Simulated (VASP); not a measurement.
# Sb (P6_3/mmc) in VASP: further runs

Sb is run at these levels: PBE; tasks: relaxation of cell and atoms.

Program: VASP 6.6.1. These are calculated values, not measurements. Logs are shortened: lines on timing, memory, paths and dates and some standing lists are left out, and cuts for length are marked.

### Step 1. The cell of the first run

The structure is hexagonal, space group P6_3/mmc (No. 194). Conventional cell: a = 3.500 Å, b = 3.500 Å, c = 5.715 Å, α = 90.00°, β = 90.00°, γ = 120.00°. Sb (site symmetry -6m2) has 12 Sb at 3.50 Å within 4.6 Å.

### Step 2. Relaxation of cell and atoms, PBE, target pressure 10 GPa, at which the enthalpy is minimised

Contents of INCAR:

```
ALGO = Normal
EDIFF = 1E-6
EDIFFG = -0.02
ENCUT = 600
GGA = PE
IBRION = 2
ISIF = 3
ISMEAR = -1
LASPH = T
LCHARG = F
LREAL = F
LWAVE = F
NELM = 100
NSW = 80
PREC = Accurate
PSTRESS = 100.0
SIGMA = 0.1
```

Contents of KPOINTS:

```
k-points
0
Gamma
  8 8 5
```

Contents of POSCAR:

```
Sb
1.0
    3.5000000000      0.0000000000      0.0000000000
   -1.7500000000      3.0310889132      0.0000000000
    0.0000000000      0.0000000000      5.7155000000
Sb
2
Direct
    0.3333333333      0.6666666667      0.2500000000
    0.6666666667      0.3333333333      0.7500000000
```

Potentials or basis: VASP PAW PBE potentials, release 64 (Sb).

Run with:

```sh
> cat potpaw_PBE.64/Sb/POTCAR > POTCAR
> mpirun -np 1 vasp_std > vasp.out
```

OUTCAR:

```text
EDIFF = 1E-6
   EDIFFG = -0.02
   ENCUT = 600
   GGA = PE
   IBRION = 2
   ISIF = 3
   ISMEAR = -1
   LASPH = T
   LREAL = F
   NELM = 100
   NSW = 80
   PREC = Accurate
   PSTRESS = 100.0

 ion  position               nearest neighbor table
   1  0.333  0.667  0.250-   2 3.50   2 3.50   2 3.50   2 3.50   2 3.50   2 3.50
   2  0.667  0.333  0.750-   1 3.50   1 3.50   1 3.50   1 3.50   1 3.50   1 3.50

  LATTYP: Found a hexagonal cell.
 ALAT       =     3.5000000000
 C/A-ratio  =     1.6330000000

  Lattice vectors:

 A1 = (   3.5000000000,   0.0000000000,   0.0000000000)
 A2 = (  -1.7500000000,   3.0310889132,   0.0000000000)
 A3 = (   0.0000000000,   0.0000000000,   5.7155000000)

Analysis of symmetry for initial positions (statically):
=====================================================================
 Subroutine PRICEL returns:
 Original cell was already a primitive cell.

 Routine SETGRP: Setting up the symmetry group for a
 hexagonal supercell.

 Subroutine GETGRP returns: Found 24 space group operations
 (whereof 12 operations were pure point group operations)
 out of a pool of 24 trial point group operations.

The static configuration has the point symmetry D_3d.
 The point group associated with its full space group is D_6h.

Analysis of symmetry for dynamics (positions and initial velocities):
=====================================================================
 Subroutine PRICEL returns:
 Original cell was already a primitive cell.

 Routine SETGRP: Setting up the symmetry group for a
 hexagonal supercell.

 Subroutine GETGRP returns: Found 24 space group operations
 (whereof 12 operations were pure point group operations)
 out of a pool of 24 trial point group operations.

The dynamic configuration has the point symmetry D_3d.
 The point group associated with its full space group is D_6h.

 Subroutine INISYM returns: Found 24 space group operations
 (whereof 12 operations are pure point group operations),
 and found     1 'primitive' translations

----------------------------------------------------------------------------------------

                                     Primitive cell

  volume of cell :      60.6347

  direct lattice vectors                    reciprocal lattice vectors
     3.500000000  0.000000000  0.000000000     0.285714286  0.164957220  0.000000000
    -1.750000000  3.031088913  0.000000000     0.000000000  0.329914440  0.000000000
     0.000000000  0.000000000  5.715500000     0.000000000  0.000000000  0.174962820

  length of vectors
     3.500000000  3.500000000  5.715500000     0.329914440  0.329914440  0.174962820

  position of ions in fractional coordinates (direct lattice)
     0.333333333  0.666666667  0.250000000
     0.666666667  0.333333333  0.750000000

  ion indices of the primitive-cell ions
   primitive index   ion index
                 1           1
                 2           2

----------------------------------------------------------------------------------------

 KPOINTS: k-points

Automatic generation of k-mesh.
 Grid dimensions read from file:
 generate k-points for:    8    8    5

 Generating k-lattice:

  Cartesian coordinates                     Fractional coordinates (reciprocal lattice)
     0.035714286  0.020619652  0.000000000     0.125000000  0.000000000  0.000000000
     0.000000000  0.041239305  0.000000000     0.000000000  0.125000000  0.000000000
     0.000000000  0.000000000  0.034992564     0.000000000  0.000000000  0.200000000

  Length of vectors
     0.041239305  0.041239305  0.034992564

  Shift w.r.t. Gamma in fractional coordinates (k-lattice)
     0.000000000  0.000000000  0.000000000

 Subroutine IBZKPT returns following result:
 ===========================================

 Found     30 irreducible k-points:

 Following reciprocal coordinates:
            Coordinates               Weight
  0.000000  0.000000  0.000000      1.000000
  0.125000  0.000000  0.000000      6.000000
  0.250000  0.000000  0.000000      6.000000
  0.375000  0.000000  0.000000      6.000000
  0.500000  0.000000  0.000000      3.000000
  0.125000  0.125000  0.000000      6.000000
[... 16 lines left out ...]
  0.250000  0.000000  0.400000     12.000000
  0.375000  0.000000  0.400000     12.000000
 [... further k-points ...]
   k-points           NKPTS =     30   k-points in BZ     NKDIM =     30   number of bands    NBANDS=      9
   number of dos      NEDOS =    301   number of ions     NIONS =      2
   total plane-waves  NPLWV =  37632
   dimension x,y,z NGX =    28 NGY =   28 NGZ =   48
   dimension x,y,z NGXF=    56 NGYF=   56 NGZF=   96
   ions per type =               2
   NGX,Y,Z   is equivalent  to a cutoff of  13.30, 13.30, 13.96 a.u.
   NGXF,Y,Z  is equivalent  to a cutoff of  26.60, 26.60, 27.92 a.u.
 SYSTEM =  unknown system
   PREC   = accura    normal or accurate (medium, high low for compatibility)
   ISTART =      0    job   : 0-new  1-cont  2-samecut
   ICHARG =      2    charge: 1-file 2-atom 10-const
   ISPIN  =      1    spin polarized calculation?
   LNONCOLLINEAR =      F non collinear calculations
   LSORBIT =      F    spin-orbit coupling
   LASPH  =      T    aspherical Exc in radial PAW
   ENCUT  =  600.0 eV  44.10 Ry    6.64 a.u.   6.99  6.99 11.42*2*pi/ulx,y,z
   NELM   =    100;   NELMIN=  2; NELMDL= -5     # of ELM steps
   EDIFF  = 0.1E-05   stopping-criterion for ELM
   LREAL  =      F    real-space projection
   EDIFFG = -.2E-01   stopping-criterion for IOM
   NSW    =     80    number of steps for IOM
   IBRION =      2    ionic relax: 0-MD 1-quasi-New 2-CG
   NFREE  =      1    steps in history (QN), initial steepest desc. (CG)
   ISIF   =      3    stress and relaxation
   ISYM   =      2    0-nonsym 1-usesym 2-fastsym
   POTIM  = 0.5000    time-step for ionic-motion
   TEBEG  =    0.0;   TEEND  =   0.0 temperature during run
   PSTRESS=  100.0 pullay stress
   NELECT =      10.0000    total number of electrons
   NUPDOWN=      -1.0000    fix difference up-down
   EMIN   =  10.00;   EMAX   =-10.00  energy-range for DOS
   EFERMI =   0.00;   METHOD = LEGACY
   ISMEAR =    -1;   SIGMA  =   0.10  broadening in eV -4-tet -1-fermi 0-gaus
   EFERMI_NEDOS =   21; number of points for ismear=-14 and -15
   IALGO  =     38    algorithm
   IMIX   =      4    mixing-type and parameters
[... 8 lines left out ...]
   AEXX    =    0.0000 exact exchange contribution
   IVDW    =     0    specifies the selected vdW correction
   LEPSILON=     F    determine dielectric tensor
   LRPA    =     F    only Hartree local field effects (RPA)
 conjugate gradient relaxation of ions
 non-spin polarized calculation
  energy-cutoff  :      600.00
  volume of cell :       60.63
 maximum number of plane-waves:      2036
 NGX is ok and might be reduce to    28
   NGX = 13   NGY = 13   NGZ = 23

--------------------------------------- Ionic step        1  -------------------------------------------

 number of electron      10.0000000 magnetization

 Free energy of the ion-electron system (eV)
  ---------------------------------------------------
  ext. energy  EPLUGINS =         0.00000000
  ---------------------------------------------------
  free energy    TOTEN  =        -7.62376923 eV

  energy without entropy =       -7.56855504  energy(sigma->0) =       -7.59616213

 E-fermi :   7.0905     XC(G=0):  -9.7215

 val. band max:        7.0388171900   @ k =   0.2500   0.2500   0.2000
 cond. band min:       7.0907423329   @ k =   0.5000   0.0000   0.0000
 fundamental gap:      0.0519251430
 Fermi energy:         7.0905220849

 k-point     1 :       0.0000    0.0000    0.0000
  band No.  band energies     occupation
      1      -5.0035      2.00000
      2      -1.8795      2.00000
      3       1.9650      2.00000
      4      10.1015      0.00000
      5      10.1015      0.00000
      6      11.4718      0.00000
      7      11.4718      0.00000
      8      11.6050      0.00000
      9      14.2094      0.00000

 k-point     2 :       0.1250    0.0000    0.0000
  band No.  band energies     occupation
      1      -4.7607      2.00000
      2      -1.6774      2.00000
      3       2.2210      2.00000
      4       8.1889      0.00003
      5       9.4047      0.00000
      6      10.2212      0.00000
      7      11.3412      0.00000
      8      11.4596      0.00000
      9      14.2489      0.00000
[... 253 lines left out ...]
 k-point    24 :       0.3750    0.0000    0.4000
  band No.  band energies     occupation
      1      -2.3215      2.00000
      2      -1.6392      2.00000
      3       3.2166      2.00000
      4       3.9299      2.00000
      5       7.1872      0.55110
      6       8.3449      0.00001
      7       8.9044      0.00000
      8       9.1177      0.00000
      9      12.2816      0.00000

 [... further k-points ...]
[... 5 lines left out ...]
  --------------------------------------------------------------------------------------
  -------------------------------------------------------------------------------------
  Total       -1.8806131     -1.8806131     -1.8586830      0.0000000     -0.0000000      0.0000000
  in kB      -49.6922998    -49.6922998    -49.1128287      0.0000000     -0.0000000      0.0000000
  external PRESSURE =    -149.4991428 kB  Pullay stress =     100.0000000 kB

 VOLUME and BASIS-vectors are now :
 -----------------------------------------------------------------------------
  energy-cutoff  :      600.00
  volume of cell :       60.63
      direct lattice vectors                 reciprocal lattice vectors
     3.500000000  0.000000000  0.000000000     0.285714286  0.164957220  0.000000000
    -1.750000000  3.031088913  0.000000000     0.000000000  0.329914440  0.000000000
     0.000000000  0.000000000  5.715500000     0.000000000  0.000000000  0.174962820
[... 274 lines left out ...]
  FREE ENERGIE OF THE ION-ELECTRON SYSTEM (eV)
  ---------------------------------------------------
  free  energy   TOTEN  =        -7.5509802493 eV

  energy  without entropy=       -7.5076956182  energy(sigma->0) =       -7.52933793

  enthalpy is  TOTEN    =        -4.5515909410 eV   P V=        2.9993893083

--------------------------------------- Ionic step        9  -------------------------------------------

 number of electron      10.0000000 magnetization

 Free energy of the ion-electron system (eV)
  ---------------------------------------------------
  ext. energy  EPLUGINS =         0.00000000
  ---------------------------------------------------
  free energy    TOTEN  =        -7.55432536 eV

  energy without entropy =       -7.51111981  energy(sigma->0) =       -7.53272258

 E-fermi :  10.1435     XC(G=0): -10.7338

 val. band max:       10.1042457462   @ k =   0.2500   0.1250   0.2000
 cond. band min:      10.2385540532   @ k =   0.3750   0.1250   0.4000
 fundamental gap:      0.1343083070
 Fermi energy:        10.1434836843

 k-point     1 :       0.0000    0.0000    0.0000
  band No.  band energies     occupation
      1      -3.7944      2.00000
      2       0.7750      2.00000
      3       3.5214      2.00000
      4      14.0297      0.00000
      5      14.0297      0.00000
      6      15.9438      0.00000
      7      15.9438      0.00000
      8      16.6213      0.00000
      9      18.1279      0.00000

 k-point     2 :       0.1250    0.0000    0.0000
  band No.  band energies     occupation
      1      -3.4922      2.00000
      2       1.0445      2.00000
      3       3.8363      2.00000
      4      11.4941      0.00000
      5      13.0020      0.00000
      6      14.5496      0.00000
      7      16.1158      0.00000
      8      16.1497      0.00000
      9      17.6050      0.00000
[... 253 lines left out ...]
 k-point    24 :       0.3750    0.0000    0.4000
  band No.  band energies     occupation
      1      -0.2724      2.00000
      2       0.7510      2.00000
      3       5.3621      2.00000
      4       6.3923      2.00000
      5      10.4476      0.09121
      6      11.6168      0.00000
      7      12.6909      0.00000
      8      12.7147      0.00000
      9      15.4349      0.00000

 [... further k-points ...]
[... 5 lines left out ...]
  --------------------------------------------------------------------------------------
  -------------------------------------------------------------------------------------
  Total        3.0071802      3.0071802      3.0049194     -0.0000000      0.0000000      0.0000000
  in kB      100.1492466    100.1492466    100.0739543     -0.0000000      0.0000000      0.0000000
  external PRESSURE =       0.1241492 kB  Pullay stress =     100.0000000 kB

 VOLUME and BASIS-vectors are now :
 -----------------------------------------------------------------------------
  energy-cutoff  :      600.00
  volume of cell :       48.11
      direct lattice vectors                 reciprocal lattice vectors
     3.254667400  0.000000000  0.000000000     0.307251057  0.177391481  0.000000000
    -1.627333700  2.818624649  0.000000000    -0.000000000  0.354782961  0.000000000
    -0.000000000 -0.000000000  5.244190890     0.000000000  0.000000000  0.190687185

 POSITION                                       TOTAL-FORCE (eV/Angst)
 -----------------------------------------------------------------------------------
     -0.00000      1.87908      1.31105        -0.000000      0.000000      0.000000
      1.62733      0.93954      3.93314         0.000000     -0.000000      0.000000
 -----------------------------------------------------------------------------------
    total drift:                               -0.000000      0.000000      0.000000

  FREE ENERGIE OF THE ION-ELECTRON SYSTEM (eV)
  ---------------------------------------------------
  free  energy   TOTEN  =        -7.5543253609 eV

  energy  without entropy=       -7.5111198084  energy(sigma->0) =       -7.53272258

  enthalpy is  TOTEN    =        -4.5516265728 eV   P V=        3.0026987881

 reached required accuracy - stopping structural energy minimisation
```

It took 83 s on 1 thread of Intel Xeon Platinum 8488C (Sapphire Rapids), shared host; peak memory 0.19 GiB.

What came out:

```yaml
Free_energy: -7.5543 eV
Relaxed_volume: 24.05 Å³/atom
Relaxed_cell: a = 3.255 Å, b = 3.255 Å, c = 5.244 Å, α = 90.00°, β = 90.00°, γ = 120.00°
Space_group_after_relaxing_to_0.05_Å: P6_3/mmc (No. 194)
Energy_change_on_relaxing_the_enthalpy_is_what_falls: +34.7 meV/atom
Ionic_steps: 9
Pressure_after_relaxing: 10.0 GPa
Band_gap_on_the_k_mesh: zero (band 5 reaches 14.69 eV, above the bottom of band 6 at 7.71 eV)
```

The path:
```tsv
step	energy change (eV)	largest force (eV/Å)	pressure (GPa)	volume (Å³)
1	0.0000	0.0000	-4.95	60.63
2	1.4485	0.0000	44.18	39.04
3	0.0420	0.0000	9.03	48.60
4	0.0625	0.0000	9.76	48.25
5	0.0768	0.0000	10.27	48.02
6	0.0598	0.0000	9.67	48.27
7	0.0580	0.0000	9.61	48.30
8	0.0728	0.0000	10.13	48.06
9	0.0694	0.0000	10.01	48.11
```

Final structure:
```yaml
crystal:
  lattice:
    - [3.25467, 0.00000, 0.00000]
    - [-1.62733, 2.81862, 0.00000]
    - [0.00000, 0.00000, 5.24419]
  atoms:
    - { symbol: Sb, position: [0.33333, 0.66667, 0.25000] }
    - { symbol: Sb, position: [0.66667, 0.33333, 0.75000] }
```

Caveat: the cell is relaxed towards a set pressure, so the enthalpy falls and the energy may rise; the volume moved by over 15 % at a fixed basis, so the end points are rough; spin-orbit coupling is left out, which moves the levels of the heavy elements.

### Step 3. Relaxation of cell and atoms, PBE, target pressure 20 GPa, at which the enthalpy is minimised

Contents of INCAR:

```
SYSTEM = Sb
  ALGO = Normal
  EDIFF = 1E-6
  EDIFFG = -0.02
  ENCUT = 600
  GGA = PE
  IBRION = 2
  ISIF = 3
  ISMEAR = -1
  LASPH = .TRUE.
  LCHARG = .FALSE.
  LREAL = .FALSE.
  LWAVE = .FALSE.
  NELM = 80
  NSW = 80
  PREC = Accurate
  PSTRESS = 200.0
  SIGMA = 0.1
```

Contents of KPOINTS:

```
k-points
0
G
  8 8 5
  0 0 0
```

POSCAR is that of step 2.

Potentials or basis: VASP PAW PBE potentials, release 64 (Sb).

Run with:

```sh
> cat potpaw_PBE.64/Sb/POTCAR > POTCAR
> mpirun -np 1 vasp_std > vasp.out
```

Wall time 2 min (1 thread of Intel Xeon Platinum 8488C (Sapphire Rapids), shared host); peak memory 0.2 GiB.

The run converged. Its results:

- Free energy: -7.2161 eV
- Relaxed volume: 22.21 Å³/atom
- Relaxed cell: a = 3.172 Å, b = 3.172 Å, c = 5.096 Å, α = 90.00°, β = 90.00°, γ = 120.00°
- Space group after relaxing (to 0.05 Å): P6_3/mmc (No. 194)
- Energy change on relaxing (the enthalpy is what falls): +203.8 meV/atom
- Ionic steps: 10
- Pressure after relaxing: 20.0 GPa
- Band gap on the k mesh: zero (band 5 reaches 16.33 eV, above the bottom of band 6 at 8.67 eV)

Step by step:
| step | energy change (eV) | largest force (eV/Å) | pressure (GPa) | volume (Å³) |
| --- | --- | --- | --- | --- |
| 1 | 0.0000 | 0.0000 | -4.95 | 60.63 |
| 2 | 8.4333 | 0.0000 | 193.88 | 27.92 |
| 3 | 0.2245 | 0.0000 | 14.95 | 46.13 |
| 4 | 0.3232 | 0.0000 | 17.74 | 45.16 |
| 5 | 0.4090 | 0.0000 | 20.01 | 44.43 |
| 6 | 0.3734 | 0.0000 | 19.11 | 44.72 |
| 7 | 0.3757 | 0.0000 | 19.16 | 44.68 |
| 8 | 0.3775 | 0.0000 | 19.20 | 44.66 |
| 9 | 0.4636 | 0.0000 | 21.42 | 43.98 |
| 10 | 0.4077 | 0.0000 | 20.02 | 44.41 |

Final structure:
```
Sb
1.0
     3.17231    0.00000    0.00000
    -1.58615    2.74730    0.00000
     0.00000    0.00000    5.09610
Sb
2
Direct
  0.33333 0.66667 0.25000
  0.66667 0.33333 0.75000
```

Levels at points of the mesh, in eV from the Fermi level:
```tsv
k point	band 3	band 4	band 5	band 6	band 7	band 8
(0.00, 0.00, 0.00)	-7.19	4.25	4.25	6.34	6.34	7.28
(0.50, 0.00, 0.00)	-4.51	-3.49	-2.96	-0.56	0.18	4.28
```

Caveat: the cell is relaxed towards a set pressure, so the enthalpy falls and the energy may rise; the volume moved by over 15 % at a fixed basis, so the end points are rough; spin-orbit coupling is left out, which moves the levels of the heavy elements.

### Step 4. Relaxation of cell and atoms, PBE, target pressure 30 GPa, at which the enthalpy is minimised

Contents of INCAR:

```
PREC = Accurate ; ENCUT = 600
EDIFF = 1E-6 ; ISMEAR = -1
SIGMA = 0.1 ; LREAL = False
LASPH = True ; NELM = 80
ALGO = Normal ; ISIF = 3
LWAVE = False ; LCHARG = False
GGA = PE ; IBRION = 2
NSW = 80 ; EDIFFG = -0.02
PSTRESS = 300.0
```

Contents of KPOINTS:

```
regular mesh
0
Gamma
  8 8 5
```

POSCAR is that of step 3.

Run with:

```sh
> cat potpaw_PBE.64/Sb/POTCAR > POTCAR
> mpirun -np 1 vasp_std > vasp.out
```

It took 2.1 min on 1 thread of Intel Xeon Platinum 8488C (Sapphire Rapids), shared host; peak memory 0.21 GiB.

It converged, with:

- Free energy: -6.8078 eV
- Relaxed volume: 20.89 Å³/atom
- Relaxed cell: a = 3.111 Å, b = 3.111 Å, c = 4.984 Å, α = 90.00°, β = 90.00°, γ = 120.00°
- Space group after relaxing (to 0.05 Å): P6_3/mmc (No. 194)
- Energy change on relaxing (the enthalpy is what falls): +408.0 meV/atom
- Ionic steps: 11
- Pressure after relaxing: 30.0 GPa
- Band gap on the k mesh: zero (band 5 reaches 17.66 eV, above the bottom of band 6 at 9.46 eV)

The path:
```tsv
step	energy change (eV)	largest force (eV/Å)	pressure (GPa)	volume (Å³)
1	0.0000	0.0000	-4.95	60.63
2	30.2291	0.0000	738.08	19.15
3	-0.0987	0.0000	1.57	53.12
4	0.0390	0.0000	8.91	48.65
5	1.0645	0.0000	35.73	40.59
6	0.7783	0.0000	29.16	42.00
7	0.8393	0.0000	30.57	41.68
8	0.8418	0.0000	30.63	41.64
9	0.8424	0.0000	30.63	41.63
10	0.7608	0.0000	28.75	42.07
11	0.8160	0.0000	30.00	41.77
```

Final structure:
```xyz
2
Lattice="3.1109 0.0000 0.0000 -1.5555 2.6941 0.0000 0.0000 0.0000 4.9839" Properties=species:S:1:pos:R:3 pbc="T T T"
Sb    0.0000    1.7961    1.2460
Sb    1.5555    0.8980    3.7380
```

Levels at points of the mesh, in eV from the Fermi level:
| k point | band 3 | band 4 | band 5 | band 6 | band 7 | band 8 |
| --- | --- | --- | --- | --- | --- | --- |
| (0.00, 0.00, 0.00) | -7.66 | 4.53 | 4.53 | 6.75 | 6.75 | 7.95 |
| (0.50, 0.00, 0.00) | -4.48 | -3.63 | -3.17 | -0.69 | 0.15 | 4.29 |

Caveat: the cell is relaxed towards a set pressure, so the enthalpy falls and the energy may rise; the volume moved by over 15 % at a fixed basis, so the end points are rough; spin-orbit coupling is left out, which moves the levels of the heavy elements.

[end of part 1 of 2]
